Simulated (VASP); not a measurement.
# Co (P6_3/mmc) in VASP: a series of runs

The runs below take Co through single point, with PBE.

Program: VASP 6.6.1. These are calculated values, not measurements. Logs are shortened: lines on timing, memory, paths and dates and some standing lists are left out, and cuts for length are marked.

## 1. The cell of the first run

The structure is hexagonal, space group P6_3/mmc (No. 194). The conventional cell has a = 2.471 Å, b = 2.471 Å, c = 8.088 Å, α = 90.00°, β = 90.00°, γ = 120.00°. Within 3.3 Å of Co (site symmetry -3m) lie 12 Co at 2.47 Å. Within 3.3 Å of Co (site symmetry -6m2) lie 12 Co at 2.47 Å.

## 2. Single point, PBE, collinear spin, ferromagnetic start

Contents of INCAR:

```
SYSTEM = Co
ALGO = Normal
EDIFF = 1E-6
ENCUT = 520
GGA = PE
ISIF = 2
ISMEAR = 1
ISPIN = 2
LASPH = .TRUE.
LCHARG = .FALSE.
LMAXMIX = 4
LORBIT = 11
LREAL = .FALSE.
LWAVE = .FALSE.
MAGMOM = 2.5 2.5 2.5 2.5
NBANDS = 30
NELM = 150
PREC = Accurate
SIGMA = 0.25
```

Contents of KPOINTS:

```
k-points
0
G
  10 10 3
  0 0 0
```

Contents of POSCAR:

```
Co
1.0
    2.4705620000      0.0000000000      0.0000000000
   -1.2352810000      2.1395694536      0.0000000000
    0.0000000000      0.0000000000      8.0882340000
Co
4
Direct
    0.0000000000      0.0000000000      0.0000000000
    0.3333333333      0.6666666667      0.2500000000
    0.0000000000      0.0000000000      0.5000000000
    0.6666666667      0.3333333333      0.7500000000
```

Potentials or basis: VASP PAW PBE potentials, release 64 (Co).

Launch:

```sh
cat potpaw_PBE.64/Co/POTCAR > POTCAR
mpirun -np 1 vasp_std > vasp.out
```

OUTCAR:

```text
SYSTEM = Co
   EDIFF = 1E-6
   ENCUT = 520
   GGA = PE
   ISIF = 2
   ISMEAR = 1
   ISPIN = 2
   LASPH = .TRUE.
   LORBIT = 11
   LREAL = .FALSE.
   NELM = 150
   PREC = Accurate

 ion  position               nearest neighbor table
   1  0.000  0.000  0.000-   2 2.47   4 2.47   2 2.47   4 2.47   4 2.47   2 2.47
   2  0.333  0.667  0.250-   1 2.47   3 2.47   1 2.47   3 2.47   1 2.47   3 2.47
   3  0.000  0.000  0.500-   2 2.47   4 2.47   2 2.47   4 2.47   4 2.47   2 2.47
   4  0.667  0.333  0.750-   1 2.47   3 2.47   1 2.47   3 2.47   1 2.47   3 2.47

  LATTYP: Found a hexagonal cell.
 ALAT       =     2.4705620000
 C/A-ratio  =     3.2738437651

  Lattice vectors:

 A1 = (   2.4705620000,   0.0000000000,   0.0000000000)
 A2 = (  -1.2352810000,   2.1395694536,   0.0000000000)
 A3 = (   0.0000000000,   0.0000000000,   8.0882340000)

Analysis of symmetry for initial positions (statically):
=====================================================================
 Subroutine PRICEL returns:
 Original cell was already a primitive cell.

 Routine SETGRP: Setting up the symmetry group for a
 hexagonal supercell.

 Subroutine GETGRP returns: Found 24 space group operations
 (whereof 12 operations were pure point group operations)
 out of a pool of 24 trial point group operations.

The static configuration has the point symmetry D_3d.
 The point group associated with its full space group is D_6h.

Analysis of symmetry for dynamics (positions and initial velocities):
=====================================================================
 Subroutine PRICEL returns:
 Original cell was already a primitive cell.

 Routine SETGRP: Setting up the symmetry group for a
 hexagonal supercell.

 Subroutine GETGRP returns: Found 24 space group operations
 (whereof 12 operations were pure point group operations)
 out of a pool of 24 trial point group operations.

The dynamic configuration has the point symmetry D_3d.
 The point group associated with its full space group is D_6h.

Analysis of structural, dynamic, and magnetic symmetry:
=====================================================================
 Subroutine PRICEL returns:
 Original cell was already a primitive cell.

 Routine SETGRP: Setting up the symmetry group for a
 hexagonal supercell.

 Subroutine GETGRP returns: Found 24 space group operations
 (whereof 12 operations were pure point group operations)
[... 127 lines left out ...]
     AMIX_MAG =   1.60;   BMIX_MAG =  1.00
  volume/ion in A,a.u.               =      10.69        72.13
  Fermi-wavevector in a.u.,A,eV,Ry     =   1.545908  2.921343 32.515642  2.389832
  Thomas-Fermi vector in A             =   2.651220
   LORBIT       =     11    0 simple, 1 ext, 2 COOP (PROOUT), +10 PAW based schemes
   GGA     = PE    functional components
   LHFCALC =     F    Hartree Fock is set to
   AEXX    =    0.0000 exact exchange contribution
   IVDW    =     0    specifies the selected vdW correction
   LEPSILON=     F    determine dielectric tensor
   LRPA    =     F    only Hartree local field effects (RPA)
 spin polarized calculation
 Methfessel and Paxton  Order N= 1 SIGMA  =   0.25
  energy-cutoff  :      520.00
  volume of cell :       42.75
 maximum number of plane-waves:      1172
   NGX =  9   NGY =  9   NGZ = 31

 number of electron      36.0000000 magnetization      10.0000000

 number of electron      35.9999991 magnetization       6.6725166

 Free energy of the ion-electron system (eV)
  ---------------------------------------------------
  ext. energy  EPLUGINS =         0.00000000
  ---------------------------------------------------
  free energy    TOTEN  =       -28.11908541 eV

  energy without entropy =      -28.13528545  energy(sigma->0) =      -28.12448542

 E-fermi :  10.5233     XC(G=0): -13.4931

 val. band max:       10.4955357983   @ k =   0.2000   0.0000   0.3333
 cond. band min:      10.5449265409   @ k =   0.1000   0.1000   0.3333
 fundamental gap:      0.0493907426
 Fermi energy:        10.5232702825

 spin component 1

 k-point     1 :       0.0000    0.0000    0.0000
  band No.  band energies     occupation
      1       1.4622      1.00000
      2       3.6737      1.00000
      3       3.7049      1.00000
      4       5.2500      1.00000
      5       7.4485      1.00000
      6       7.4764      1.00000
[... 781 lines left out ...]
     29      23.6978      0.00000
     30      24.3395      0.00000

 [... further k-points ...]

 spin component 2

 k-point     1 :       0.0000    0.0000    0.0000
  band No.  band energies     occupation
      1       1.4831      1.00000
      2       3.7825      1.00000
      3       3.7863      1.00000
      4       6.1965      1.00000
      5       8.8042      1.00000
      6       8.8724      1.00000
[... 781 lines left out ...]
     29      24.1112      0.00000
     30      24.7190      0.00000

 [... further k-points ...]
[... 5 lines left out ...]
  --------------------------------------------------------------------------------------
  -------------------------------------------------------------------------------------
  Total        1.4135052      1.4135052      0.4576198      0.0000000     -0.0000000      0.0000000
  in kB       52.9702633     52.9702633     17.1490282      0.0000000     -0.0000000      0.0000000
  external PRESSURE =      41.0298516 kB  Pullay stress =       0.0000000 kB

 VOLUME and BASIS-vectors are now :
 -----------------------------------------------------------------------------
  energy-cutoff  :      520.00
  volume of cell :       42.75
      direct lattice vectors                 reciprocal lattice vectors
     2.470562000  0.000000000  0.000000000     0.404766203  0.233691876  0.000000000
    -1.235281000  2.139569454  0.000000000     0.000000000  0.467383753  0.000000000
     0.000000000  0.000000000  8.088234000     0.000000000  0.000000000  0.123636383

 POSITION                                       TOTAL-FORCE (eV/Angst)
 -----------------------------------------------------------------------------------
      0.00000      0.00000      0.00000         0.000000      0.000000     -0.000000
     -0.00000      1.42638      2.02206        -0.000000      0.000000      0.000000
      0.00000      0.00000      4.04412         0.000000      0.000000     -0.000000
      1.23528      0.71319      6.06618         0.000000      0.000000     -0.000000
 -----------------------------------------------------------------------------------
    total drift:                                0.000000     -0.000000      0.000000

  FREE ENERGIE OF THE ION-ELECTRON SYSTEM (eV)
  ---------------------------------------------------
  free  energy   TOTEN  =       -28.1190854122 eV

  energy  without entropy=      -28.1352854463  energy(sigma->0) =      -28.12448542

 total charge

# of ion       s       p       d       tot
------------------------------------------
    1        0.498   0.536   7.269   8.304
    2        0.497   0.540   7.262   8.299
    3        0.498   0.536   7.269   8.304
    4        0.497   0.540   7.262   8.299
--------------------------------------------------
tot          1.991   2.151  29.062  33.204

 magnetization (x)

# of ion       s       p       d       tot
------------------------------------------
    1       -0.012  -0.049   1.738   1.677
    2       -0.012  -0.052   1.753   1.689
    3       -0.012  -0.049   1.738   1.677
    4       -0.012  -0.052   1.753   1.689
--------------------------------------------------
tot         -0.049  -0.201   6.981   6.731
```

stdout:

```text
POSCAR found type information on POSCAR Co
 POSCAR found :  1 types and       4 ions
 scaLAPACK will be used
 LDA part: xc-table for (Slater+PW92), standard interpolation
 POSCAR, INCAR and KPOINTS ok, starting setup
 FFT: planning ... GRIDC
 FFT: planning ... GRID_SOFT
 FFT: planning ... GRID
 WAVECAR not read
 entering main loop
```

It took 1.7 min on 1 thread of Intel Xeon 8259CL, shared host; peak memory 0.19 GiB.

What came out:

```yaml
Free_energy: -28.1191 eV
Pressure: 4.1 GPa
Net_moment: 6.67 μB per cell
Site_moments: Co +1.68, +1.69 (each value once) μB
Valence_electrons_inside_the_program's_atomic_spheres: Co 8.30
```

Caveat: the cell stands under pressure; so wide a smearing shifts energies and pressures.

## 3. Single point, PBE, collinear spin, ferromagnetic start

Contents of INCAR:

```
  PREC = Accurate
  ENCUT = 520
  EDIFF = 1E-7
  ISMEAR = 1
  SIGMA = 0.15
  LREAL = False
  LASPH = True
  NELM = 150
  ALGO = Normal
  ISIF = 2
  LWAVE = False
  LCHARG = False
  ISPIN = 2
  MAGMOM = 2.5 2.5 2.5 2.5
  LORBIT = 11
  LMAXMIX = 4
  GGA = PE
  NBANDS = 30
```

Contents of KPOINTS:

```
Automatic mesh
0
Gamma
  10 10 3
```

POSCAR is that of step 2.

Potentials or basis: VASP PAW PBE potentials, release 64 (Co).

Launch:

```sh
cat potpaw_PBE.64/Co/POTCAR > POTCAR
mpirun -np 1 vasp_std > vasp.out
```

OUTCAR:

```text
PREC = Accurate
   ENCUT = 520
   EDIFF = 1E-7
   ISMEAR = 1
   LREAL = False
   LASPH = True
   NELM = 150
   ISIF = 2
   ISPIN = 2
   LORBIT = 11
   GGA = PE

 ion  position               nearest neighbor table
   1  0.000  0.000  0.000-   2 2.47   4 2.47   2 2.47   4 2.47   4 2.47   2 2.47
   2  0.333  0.667  0.250-   1 2.47   3 2.47   1 2.47   3 2.47   1 2.47   3 2.47
   3  0.000  0.000  0.500-   2 2.47   4 2.47   2 2.47   4 2.47   4 2.47   2 2.47
   4  0.667  0.333  0.750-   1 2.47   3 2.47   1 2.47   3 2.47   1 2.47   3 2.47

  LATTYP: Found a hexagonal cell.
 ALAT       =     2.4705620000
 C/A-ratio  =     3.2738437651

  Lattice vectors:

 A1 = (   2.4705620000,   0.0000000000,   0.0000000000)
 A2 = (  -1.2352810000,   2.1395694536,   0.0000000000)
 A3 = (   0.0000000000,   0.0000000000,   8.0882340000)

Analysis of symmetry for initial positions (statically):
[... 1004 lines left out ...]
      2       3.7834      1.00000
      3       3.7863      1.00000
      4       6.1956      1.00000
      5       8.8020      1.00000
      6       8.8712      1.00000
[... 781 lines left out ...]
     29      24.1114      0.00000
     30      24.7195      0.00000

 [... further k-points ...]
[... 5 lines left out ...]
  --------------------------------------------------------------------------------------
  -------------------------------------------------------------------------------------
  Total        1.3963128      1.3963128      0.5091824      0.0000000      0.0000000      0.0000000
  in kB       52.3259898     52.3259898     19.0813061      0.0000000      0.0000000      0.0000000
  external PRESSURE =      41.2444286 kB  Pullay stress =       0.0000000 kB

 VOLUME and BASIS-vectors are now :
 -----------------------------------------------------------------------------
  energy-cutoff  :      520.00
  volume of cell :       42.75
      direct lattice vectors                 reciprocal lattice vectors
     2.470562000  0.000000000  0.000000000     0.404766203  0.233691876  0.000000000
    -1.235281000  2.139569454  0.000000000     0.000000000  0.467383753  0.000000000
     0.000000000  0.000000000  8.088234000     0.000000000  0.000000000  0.123636383

 POSITION                                       TOTAL-FORCE (eV/Angst)
 -----------------------------------------------------------------------------------
      0.00000      0.00000      0.00000        -0.000000      0.000000      0.000000
     -0.00000      1.42638      2.02206         0.000000      0.000000     -0.000000
      0.00000      0.00000      4.04412        -0.000000      0.000000      0.000000
      1.23528      0.71319      6.06618        -0.000000     -0.000000      0.000000
 -----------------------------------------------------------------------------------
    total drift:                                0.000000     -0.000000      0.000000

  FREE ENERGIE OF THE ION-ELECTRON SYSTEM (eV)
  ---------------------------------------------------
  free  energy   TOTEN  =       -28.1230139583 eV

  energy  without entropy=      -28.1249995291  energy(sigma->0) =      -28.12367582

 total charge

# of ion       s       p       d       tot
------------------------------------------
    1        0.498   0.536   7.269   8.304
    2        0.498   0.540   7.261   8.298
    3        0.498   0.536   7.269   8.304
    4        0.498   0.540   7.261   8.298
--------------------------------------------------
tot          1.992   2.152  29.060  33.204

 magnetization (x)

# of ion       s       p       d       tot
------------------------------------------
    1       -0.012  -0.048   1.737   1.677
    2       -0.012  -0.052   1.752   1.688
    3       -0.012  -0.048   1.737   1.677
    4       -0.012  -0.052   1.752   1.688
--------------------------------------------------
tot         -0.049  -0.200   6.979   6.730
```

stdout:

```text
POSCAR found type information on POSCAR Co
 POSCAR found :  1 types and       4 ions
 scaLAPACK will be used
 LDA part: xc-table for (Slater+PW92), standard interpolation
 POSCAR, INCAR and KPOINTS ok, starting setup
 FFT: planning ... GRIDC
 FFT: planning ... GRID_SOFT
 FFT: planning ... GRID
 WAVECAR not read
 entering main loop
```

Wall time 1.9 min (1 thread of Intel Xeon 8259CL, shared host); peak memory 0.19 GiB.

What came out:

| Property | Result |
| --- | --- |
| Free energy | -28.1230 eV |
| Pressure | 4.1 GPa |
| Net moment | 6.67 μB per cell |
| Site moments | Co +1.68, +1.69 (each value once) μB |
| Valence electrons inside the program's atomic spheres | Co 8.30 |

Levels at points of the mesh, in eV from the Fermi level:
Spin up:
```tsv
k point	band 19	band 20	band 21	band 22	band 23	band 24	band 25	band 26
(0.00, 0.00, 0.00)	-1.52	-1.21	-1.21	-0.81	-0.81	-0.28	6.24	14.81
(0.50, 0.00, 0.00)	-0.56	-0.54	0.28	1.39	2.49	3.13	7.05	7.07
```
Spin down:
| k point | band 11 | band 12 | band 13 | band 14 | band 15 | band 16 | band 17 | band 18 |
| --- | --- | --- | --- | --- | --- | --- | --- | --- |
| (0.00, 0.00, 0.00) | -1.11 | -0.83 | -0.83 | -0.79 | -0.79 | -0.32 | 0.09 | 0.09 |
| (0.50, 0.00, 0.00) | -0.80 | -0.08 | -0.04 | 0.53 | 1.23 | 1.25 | 1.26 | 1.28 |

Caveat: the cell stands under pressure.

## 4. Single point, PBE, collinear spin, ferromagnetic start

Contents of INCAR:

```
ALGO = Normal ; EDIFF = 1E-6
ENCUT = 520 ; GGA = PE
ISIF = 2 ; ISMEAR = 1
ISPIN = 2 ; LASPH = True
LCHARG = False ; LMAXMIX = 4
LORBIT = 11 ; LREAL = False
LWAVE = False ; MAGMOM = 2.5 2.5 2.5 2.5
NBANDS = 30 ; NELM = 150
PREC = Accurate ; SIGMA = 0.1
```

Contents of KPOINTS:

```
k-points
0
Gamma
  10 10 3
```

POSCAR is that of step 3.

Launch:

```sh
cat potpaw_PBE.64/Co/POTCAR > POTCAR
mpirun -np 1 vasp_std > vasp.out
```

Wall time 1.7 min (1 thread of Intel Xeon 8259CL, shared host); peak memory 0.19 GiB.

The run converged. Its results:

```
Free energy                                           : -28.1235 eV
Pressure                                              : 4.1 GPa
Net moment                                            : 6.67 μB per cell
Site moments                                          : Co +1.68, +1.69 (each value once) μB
Valence electrons inside the program's atomic spheres : Co 8.30
```

Stress tensor (GPa, compression positive):
```
5.21 0.00 0.00
0.00 5.21 0.00
0.00 0.00 1.95
```

Levels at points of the mesh, in eV from the Fermi level:
Spin up:
```tsv
k point	band 18	band 19	band 20	band 21	band 22	band 23	band 24	band 25	band 26	band 27
(0.00, 0.00, 0.00)	-1.52	-1.52	-1.21	-1.21	-0.81	-0.81	-0.28	6.25	14.81	14.82
(0.50, 0.00, 0.00)	-0.58	-0.56	-0.53	0.28	1.39	2.49	3.13	7.05	7.07	10.43
```
Spin down:
```
           k point  band 12  band 13  band 14  band 15  band 16  band 17
(0.00, 0.00, 0.00)    -0.83    -0.83    -0.79    -0.79    -0.32     0.09
(0.50, 0.00, 0.00)    -0.08    -0.04     0.53     1.23     1.25     1.26
```

Caveat: the cell stands under pressure.

## 5. Single point, PBE, collinear spin, ferromagnetic start

Contents of INCAR:

```
SYSTEM = Co
ALGO     = Normal         ! electronic algorithm
EDIFF    = 1E-7           ! SCF threshold, eV
ENCUT    = 520            ! plane-wave cutoff, eV
GGA      = PE             ! functional
ISIF     = 2              ! what is computed and relaxed
ISMEAR   = 1              ! smearing method
ISPIN    = 2              ! spin polarisation
LASPH    = .True.         ! aspherical terms in the spheres
LCHARG   = .False.        ! write CHGCAR
LMAXMIX  = 4              ! l up to which the mixer works
LORBIT   = 11             ! projections on sites
LREAL    = .False.        ! projectors in reciprocal space
LWAVE    = .False.        ! write WAVECAR
MAGMOM   = 2.5 2.5 2.5 2.5 ! initial moments
NBANDS   = 30             ! bands
NELM     = 150            ! most SCF steps
PREC     = Accurate       ! precision mode
SIGMA    = 0.05           ! smearing width, eV
```

Contents of KPOINTS:

```
k-points
0
Gamma
  10 10 3
  0 0 0
```

POSCAR is that of step 4.

Launch:

```sh
cat potpaw_PBE.64/Co/POTCAR > POTCAR
mpirun -np 1 vasp_std > vasp.out
```

Run time: 1.8 min. Hardware: 1 thread of Intel Xeon 8259CL, shared host; peak memory 0.19 GiB.

It converged, with:

```
Free energy                                           : -28.1244 eV
Pressure                                              : 4.0 GPa
Net moment                                            : 6.64 μB per cell
Site moments                                          : Co +1.67, +1.68 (each value once) μB
Valence electrons inside the program's atomic spheres : Co 8.30
```

Stress tensor (GPa, compression positive):
```
5.12 0.00 0.00
0.00 5.12 0.00
0.00 0.00 1.72
```

Levels at points of the mesh, in eV from the Fermi level:
Spin up:
| k point | band 20 | band 21 | band 22 | band 23 | band 24 | band 25 |
| --- | --- | --- | --- | --- | --- | --- |
| (0.00, 0.00, 0.00) | -1.20 | -1.20 | -0.80 | -0.80 | -0.27 | 6.26 |
| (0.50, 0.00, 0.00) | -0.52 | 0.29 | 1.40 | 2.50 | 3.14 | 7.06 |
Spin down:
```tsv
k point	band 12	band 13	band 14	band 15	band 16	band 17
(0.00, 0.00, 0.00)	-0.82	-0.82	-0.78	-0.78	-0.32	0.10
(0.50, 0.00, 0.00)	-0.07	-0.03	0.54	1.23	1.25	1.27
```

Caveat: the cell stands under pressure.

[end of part 1 of 2]
